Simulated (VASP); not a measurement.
# Ba in VASP: notebook

Runs on Ba. Level: PBEsol. Tasks: electric field gradients, density of states.

Program: VASP 6.6.1. These are calculated values, not measurements. Logs are shortened: lines on timing, memory, paths and dates and some standing lists are left out, and cuts for length are marked.

## 1. The cell of the first run

The structure is trigonal, space group R-3m (No. 166). The conventional cell has a = 7.000 Å, b = 7.000 Å, c = 4.417 Å, α = 90.00°, β = 90.00°, γ = 120.00°. Ba (site symmetry -3m) has 14 Ba at 4.30 to 5.00 Å within 5.6 Å.

## 2. Electric field gradients, PBEsol (equal xy, yz and zx shear strains of +2 %)

INCAR reads:

```
ALGO = Normal ; EDIFF = 1E-8
ENCUT = 520 ; GGA = PS
ISIF = 2 ; ISMEAR = -1
LASPH = T ; LCHARG = F
LEFG = T ; LREAL = F
LWAVE = F ; NBANDS = 11
NELM = 100 ; PREC = Accurate
SIGMA = 0.05
```

KPOINTS reads:

```
k-points
0
Gamma
  10 10 10
```

POSCAR reads:

```
Ba
1.0
   -2.4500000000      2.5000000000      2.5000000000
    2.5000000000     -2.4500000000      2.5000000000
    2.5000000000      2.5000000000     -2.4500000000
Ba
1
Direct
    0.0000000000      0.0000000000      0.0000000000
```

Potentials or basis: VASP PAW PBE potentials, release 64 (Ba_sv).

Launch:

```console
> cat potpaw_PBE.64/Ba_sv/POTCAR > POTCAR
> mpirun -np 1 vasp_std > vasp.out
```

OUTCAR:

```text
EDIFF = 1E-8
   ENCUT = 520
   GGA = PS
   ISIF = 2
   ISMEAR = -1
   LASPH = T
   LREAL = F
   NELM = 100
   PREC = Accurate

 ion  position               nearest neighbor table
   1  0.000  0.000  0.000-

  LATTYP: Found a trigonal (rhomboedric) cell.
 ALAT       =     4.3014532428
 COS(alpha) =    -0.3242805026

  Lattice vectors:

 A1 = (  -2.4500000000,   2.5000000000,   2.5000000000)
 A2 = (   2.5000000000,  -2.4500000000,   2.5000000000)
 A3 = (   2.5000000000,   2.5000000000,  -2.4500000000)

Analysis of symmetry for initial positions (statically):
=====================================================================
 Subroutine PRICEL returns:
 Original cell was already a primitive cell.

 Routine SETGRP: Setting up the symmetry group for a
 trigonal (rhombohedral) supercell.

 Subroutine GETGRP returns: Found 12 space group operations
 (whereof 12 operations were pure point group operations)
 out of a pool of 12 trial point group operations.

The static configuration has the point symmetry D_3d.

Analysis of symmetry for dynamics (positions and initial velocities):
=====================================================================
 Subroutine PRICEL returns:
 Original cell was already a primitive cell.

 Routine SETGRP: Setting up the symmetry group for a
 trigonal (rhombohedral) supercell.

 Subroutine GETGRP returns: Found 12 space group operations
 (whereof 12 operations were pure point group operations)
 out of a pool of 12 trial point group operations.

The dynamic configuration has the point symmetry D_3d.

 Subroutine INISYM returns: Found 12 space group operations
 (whereof 12 operations are pure point group operations),
 and found     1 'primitive' translations

----------------------------------------------------------------------------------------

                                     Primitive cell

  volume of cell :      62.4814

  direct lattice vectors                    reciprocal lattice vectors
    -2.450000000  2.500000000  2.500000000    -0.003961180  0.198059022  0.198059022
     2.500000000 -2.450000000  2.500000000     0.198059022 -0.003961180  0.198059022
     2.500000000  2.500000000 -2.450000000     0.198059022  0.198059022 -0.003961180

  length of vectors
     4.301453243  4.301453243  4.301453243     0.280125763  0.280125763  0.280125763

  position of ions in fractional coordinates (direct lattice)
     0.000000000  0.000000000  0.000000000

  ion indices of the primitive-cell ions
   primitive index   ion index
                 1           1

----------------------------------------------------------------------------------------

 KPOINTS: k-points

Automatic generation of k-mesh.
 Grid dimensions read from file:
 generate k-points for:   10   10   10

 Generating k-lattice:

  Cartesian coordinates                     Fractional coordinates (reciprocal lattice)
    -0.000396118  0.019805902  0.019805902     0.100000000  0.000000000  0.000000000
     0.019805902 -0.000396118  0.019805902     0.000000000  0.100000000  0.000000000
     0.019805902  0.019805902 -0.000396118     0.000000000  0.000000000  0.100000000

  Length of vectors
     0.028012576  0.028012576  0.028012576

  Shift w.r.t. Gamma in fractional coordinates (k-lattice)
     0.000000000  0.000000000  0.000000000

 Subroutine IBZKPT returns following result:
 ===========================================

 Found    116 irreducible k-points:

 Following reciprocal coordinates:
            Coordinates               Weight
  0.000000  0.000000  0.000000      1.000000
  0.100000 -0.000000 -0.000000      6.000000
  0.200000 -0.000000 -0.000000      6.000000
  0.300000 -0.000000 -0.000000      6.000000
  0.400000 -0.000000 -0.000000      6.000000
  0.500000 -0.000000 -0.000000      3.000000
[... 16 lines left out ...]
  0.300000  0.300000 -0.000000      6.000000
  0.400000  0.300000 -0.000000     12.000000
 [... further k-points ...]
   k-points           NKPTS =    116   k-points in BZ     NKDIM =    116   number of bands    NBANDS=     11
   number of dos      NEDOS =    301   number of ions     NIONS =      1
   total plane-waves  NPLWV =  32768
   dimension x,y,z NGX =    32 NGY =   32 NGZ =   32
   dimension x,y,z NGXF=    64 NGYF=   64 NGZF=   64
   ions per type =               1
   NGX,Y,Z   is equivalent  to a cutoff of  12.37, 12.37, 12.37 a.u.
   NGXF,Y,Z  is equivalent  to a cutoff of  24.74, 24.74, 24.74 a.u.
 SYSTEM =  unknown system
   PREC   = accura    normal or accurate (medium, high low for compatibility)
   ISTART =      0    job   : 0-new  1-cont  2-samecut
   ICHARG =      2    charge: 1-file 2-atom 10-const
   ISPIN  =      1    spin polarized calculation?
   LNONCOLLINEAR =      F non collinear calculations
   LSORBIT =      F    spin-orbit coupling
   LASPH  =      T    aspherical Exc in radial PAW
   ENCUT  =  520.0 eV  38.22 Ry    6.18 a.u.   8.00  8.00  8.00*2*pi/ulx,y,z
   NELM   =    100;   NELMIN=  2; NELMDL= -5     # of ELM steps
   EDIFF  = 0.1E-07   stopping-criterion for ELM
   LREAL  =      F    real-space projection
   EDIFFG = 0.1E-06   stopping-criterion for IOM
   NSW    =      0    number of steps for IOM
   IBRION =     -1    ionic relax: 0-MD 1-quasi-New 2-CG
   NFREE  =      0    steps in history (QN), initial steepest desc. (CG)
   ISIF   =      2    stress and relaxation
   ISYM   =      2    0-nonsym 1-usesym 2-fastsym
   POTIM  = 0.5000    time-step for ionic-motion
   TEBEG  =    0.0;   TEEND  =   0.0 temperature during run
   PSTRESS=    0.0 pullay stress
   NELECT =      10.0000    total number of electrons
   NUPDOWN=      -1.0000    fix difference up-down
   EMIN   =  10.00;   EMAX   =-10.00  energy-range for DOS
   EFERMI =   0.00;   METHOD = LEGACY
   ISMEAR =    -1;   SIGMA  =   0.05  broadening in eV -4-tet -1-fermi 0-gaus
   EFERMI_NEDOS =   21; number of points for ismear=-14 and -15
   IALGO  =     38    algorithm
   IMIX   =      4    mixing-type and parameters
     AMIX     =   0.40;   BMIX     =  1.00
     AMIX_MAG =   1.60;   BMIX_MAG =  1.00
  volume/ion in A,a.u.               =      62.48       421.65
  Fermi-wavevector in a.u.,A,eV,Ry     =   0.888842  1.679668 10.749152  0.790040
  Thomas-Fermi vector in A             =   2.010325
   LORBIT       =      0    0 simple, 1 ext, 2 COOP (PROOUT), +10 PAW based schemes
   GGA     = PS    functional components
   LHFCALC =     F    Hartree Fock is set to
   AEXX    =    0.0000 exact exchange contribution
   IVDW    =     0    specifies the selected vdW correction
   LEPSILON=     F    determine dielectric tensor
   LRPA    =     F    only Hartree local field effects (RPA)
 non-spin polarized calculation
  energy-cutoff  :      520.00
  volume of cell :       62.48
 maximum number of plane-waves:      1698
   NGX = 15   NGY = 15   NGZ = 15

 number of electron      10.0000000 magnetization

 Free energy of the ion-electron system (eV)
  ---------------------------------------------------
  ext. energy  EPLUGINS =         0.00000000
  ---------------------------------------------------
  free energy    TOTEN  =        -2.14399075 eV

  energy without entropy =       -2.13287765  energy(sigma->0) =       -2.13843420

 E-fermi :   1.5489     XC(G=0):  -7.5330

 val. band max:        1.5407483521   @ k =  -0.3000   0.4000   0.3000
 cond. band min:       1.5561832892   @ k =   0.4000   0.3000   0.3000
 fundamental gap:      0.0154349371
 Fermi energy:         1.5488644775

 k-point     1 :       0.0000    0.0000    0.0000
  band No.  band energies     occupation
      1     -27.2821      2.00000
      2     -12.2210      2.00000
      3     -12.2010      2.00000
      4     -12.2010      2.00000
      5      -1.2095      2.00000
      6       3.2989      0.00000
      7       3.2989      0.00000
      8       3.5339      0.00000
      9       4.8428      0.00000
     10       4.8428      0.00000
     11       8.4538      0.00000

 k-point     2 :       0.1000   -0.0000   -0.0000
  band No.  band energies     occupation
      1     -27.2781      2.00000
      2     -12.2625      2.00000
      3     -12.2208      2.00000
      4     -12.2015      2.00000
      5      -1.0249      2.00000
      6       3.1601      0.00000
      7       3.2400      0.00000
      8       3.6696      0.00000
      9       4.6559      0.00000
     10       4.8380      0.00000
     11       8.7084      0.00000

 k-point     3 :       0.2000   -0.0000   -0.0000
  band No.  band energies     occupation
      1     -27.2675      2.00000
      2     -12.3823      2.00000
      3     -12.2575      2.00000
      4     -12.2029      2.00000
      5      -0.5256      2.00000
      6       2.8454      0.00000
      7       2.8872      0.00000
      8       4.1970      0.00000
      9       4.5825      0.00000
     10       4.8745      0.00000
     11       9.0143      0.00000

 k-point     4 :       0.3000   -0.0000   -0.0000
  band No.  band energies     occupation
      1     -27.2543      2.00000
      2     -12.5258      2.00000
      3     -12.3005      2.00000
      4     -12.2046      2.00000
      5       0.1050      2.00000
      6       2.5229      0.00000
      7       2.5423      0.00000
      8       4.7572      0.00000
      9       5.0256      0.00000
     10       5.0588      0.00000
     11       8.5064      0.00000

 k-point     5 :       0.4000   -0.0000   -0.0000
  band No.  band energies     occupation
      1     -27.2436      2.00000
      2     -12.6373      2.00000
      3     -12.3345      2.00000
      4     -12.2060      2.00000
      5       0.5349      2.00000
      6       2.2984      0.00000
      7       2.5901      0.00000
      8       4.8822      0.00000
      9       5.2862      0.00000
     10       6.1077      0.00000
     11       7.6930      0.00000
[... 211 lines left out ...]
 k-point    21 :      -0.3000    0.2000    0.0000
  band No.  band energies     occupation
      1     -27.2561      2.00000
      2     -12.4767      2.00000
      3     -12.2937      2.00000
      4     -12.2225      2.00000
      5      -0.0528      2.00000
      6       2.6240      0.00000
      7       2.7165      0.00000
      8       4.3837      0.00000
      9       4.6851      0.00000
     10       5.0504      0.00000
     11       8.9302      0.00000

 k-point    22 :      -0.2000    0.2000    0.0000
  band No.  band energies     occupation
      1     -27.2654      2.00000
      2     -12.3820      2.00000
      3     -12.2688      2.00000
      4     -12.2120      2.00000
      5      -0.4960      2.00000
      6       2.9218      0.00000
      7       2.9906      0.00000
      8       4.0776      0.00000
      9       4.4225      0.00000
     10       4.8143      0.00000
     11       9.0234      0.00000

 k-point    23 :       0.3000    0.3000   -0.0000
  band No.  band energies     occupation
      1     -27.2337      2.00000
      2     -12.5585      2.00000
      3     -12.4998      2.00000
      4     -12.2605      2.00000
      5       1.4917      1.51632
      6       2.0832      0.00005
      7       2.2094      0.00000
      8       4.9187      0.00000
      9       5.2777      0.00000
     10       6.4515      0.00000
     11       7.5792      0.00000

 k-point    24 :       0.4000    0.3000   -0.0000
  band No.  band energies     occupation
      1     -27.2322      2.00000
      2     -12.5916      2.00000
      3     -12.4812      2.00000
      4     -12.2584      2.00000
      5       1.5264      1.22121
      6       1.9716      0.00043
      7       2.2954      0.00000
      8       4.9662      0.00000
      9       5.1861      0.00000
     10       6.4992      0.00000
     11       7.7099      0.00000

 [... further k-points ...]
[... 5 lines left out ...]
  --------------------------------------------------------------------------------------
  -------------------------------------------------------------------------------------
  Total       -0.2108264     -0.2108264     -0.2108264     -0.0758673     -0.0758673     -0.0758673
  in kB       -5.4061122     -5.4061122     -5.4061122     -1.9454256     -1.9454256     -1.9454256
  external PRESSURE =      -5.4061122 kB  Pullay stress =       0.0000000 kB

 VOLUME and BASIS-vectors are now :
 -----------------------------------------------------------------------------
  energy-cutoff  :      520.00
  volume of cell :       62.48
      direct lattice vectors                 reciprocal lattice vectors
    -2.450000000  2.500000000  2.500000000    -0.003961180  0.198059022  0.198059022
     2.500000000 -2.450000000  2.500000000     0.198059022 -0.003961180  0.198059022
     2.500000000  2.500000000 -2.450000000     0.198059022  0.198059022 -0.003961180

 POSITION                                       TOTAL-FORCE (eV/Angst)
 -----------------------------------------------------------------------------------
      0.00000      0.00000      0.00000         0.000000     -0.000000      0.000000
 -----------------------------------------------------------------------------------
    total drift:                                0.000000      0.000000     -0.000000

  FREE ENERGIE OF THE ION-ELECTRON SYSTEM (eV)
  ---------------------------------------------------
  free  energy   TOTEN  =        -2.1439907489 eV

  energy  without entropy=       -2.1328776536  energy(sigma->0) =       -2.13843420

 Electric field gradients (V/A^2)
---------------------------------------------------------------------
 ion       V_xx      V_yy      V_zz      V_xy      V_xz      V_yz
---------------------------------------------------------------------
   1       0.000     0.000    -0.000    -4.614    -4.614    -4.614
---------------------------------------------------------------------

 Electric field gradients after diagonalization (V/A^2)
 (convention: |V_zz| > |V_xx| > |V_yy|)
----------------------------------------------------------------------
 ion       V_xx      V_yy      V_zz     asymmetry (V_yy - V_xx)/ V_zz
----------------------------------------------------------------------
   1       4.614     4.614    -9.228       0.000
----------------------------------------------------------------------

           NMR quadrupolar parameters

 Cq : quadrupolar parameter    Cq=e*Q*V_zz/h
 eta: asymmetry parameters     (V_yy - V_xx)/ V_zz
 Q  : nuclear electric quadrupole moment in mb (millibarn)
----------------------------------------------------------------------
 ion       Cq(MHz)       eta       Q (mb)
----------------------------------------------------------------------
   1      -0.022       0.000       1.000
----------------------------------------------------------------------
```

Run time: 39 s. Hardware: 1 thread of Intel Xeon Platinum 8259CL at 2.50GHz (Skylake/Cascade Lake), shared host; peak memory 0.22 GiB.

Results:

```
Free energy            : -2.1440 eV
Pressure               : -0.5 GPa
Band gap on the k mesh : zero (band 5 reaches 1.89 eV, above the bottom of band 6 at 1.01 eV)
```

Levels at points of the mesh, in eV from the Fermi level:
```csv
k point,band 2,band 3,band 4,band 5,band 6,band 7,band 8,band 9
"(0.00, 0.00, 0.00)",-13.77,-13.75,-13.75,-2.76,1.75,1.75,1.99,3.29
"(0.50, 0.00, 0.00)",-14.23,-13.90,-13.76,-0.91,0.67,1.23,3.30,3.91
"(0.50, 0.50, 0.00)",-14.25,-13.92,-13.76,-0.88,0.70,1.36,3.18,3.75
"(0.50, 0.50, 0.50)",-14.11,-14.11,-14.06,-0.53,-0.53,4.30,4.44,4.44
```

Electric field gradients, principal values (V/Å²):
| atom | least | middle | greatest (by size) |
| --- | --- | --- | --- |
| 1 Ba | 4.614 | 4.614 | -9.228 |

Caveat: the cell differs from its parent crystal (equal xy, yz and zx shear strains of +2 %); without QUAD_EFG the Cq values of the log hold for a quadrupole moment of 1 mb, not for the nuclei; the PAW data sets were made with another functional, which shifts forces and pressure a little; spin-orbit coupling is left out, which moves the levels of the heavy elements.

## 3. Density of states, PBEsol

POSCAR reads:

```
Ba
1.0
   -2.5000000000      2.5000000000      2.5000000000
    2.5000000000     -2.5000000000      2.5000000000
    2.5000000000      2.5000000000     -2.5000000000
Ba
1
Direct
    0.0000000000      0.0000000000      0.0000000000
```

INCAR.step1 reads:

```
PREC = Accurate
ENCUT = 520
EDIFF = 1E-6
ISMEAR = -1
SIGMA = 0.05
LREAL = F
LASPH = T
NELM = 100
ALGO = Normal
ISIF = 2
LWAVE = F
LCHARG = T
GGA = PS
NBANDS = 11
```

KPOINTS.step1 reads:

```
Automatic mesh
0
Gamma
  10 10 10
```

INCAR.step2 reads:

```
PREC = Accurate
ENCUT = 520
EDIFF = 1E-6
ISMEAR = -5
SIGMA = 0.05
LREAL = F
LASPH = T
NELM = 100
ALGO = Normal
ISIF = 2
LWAVE = F
LCHARG = F
GGA = PS
LORBIT = 11
NBANDS = 11
NEDOS = 2001
ICHARG = 11
```

KPOINTS.step2 reads:

```
Automatic mesh
0
Gamma
  15 15 15
```

Potentials or basis: VASP PAW PBE potentials, release 64 (Ba_sv).

Launch:

```console
> cat potpaw_PBE.64/Ba_sv/POTCAR > POTCAR
> cp INCAR.step1 INCAR
> cp KPOINTS.step1 KPOINTS
> mpirun -np 1 vasp_std > vasp.out
> cp INCAR.step2 INCAR
> cp KPOINTS.step2 KPOINTS
> mpirun -np 1 vasp_std > vasp.out
```

Wall time 42 s (1 thread of AMD EPYC 7R13 (Zen 3), shared host); peak memory 0.2 GiB.

It converged, with:

```yaml
Valence_electrons_inside_the_program's_atomic_spheres: Ba 7.88
```

Levels at points of the mesh, in eV from the Fermi level:
```csv
k point,band 3,band 4,band 5,band 6,band 7,band 8
"(0.00, 0.00, 0.00)",-13.74,-13.74,-2.75,1.85,1.85,1.85
```

Caveat: the PAW data sets were made with another functional, which shifts forces and pressure a little; spin-orbit coupling is left out, which moves the levels of the heavy elements; tetrahedron occupations give inexact forces and stress in metals.
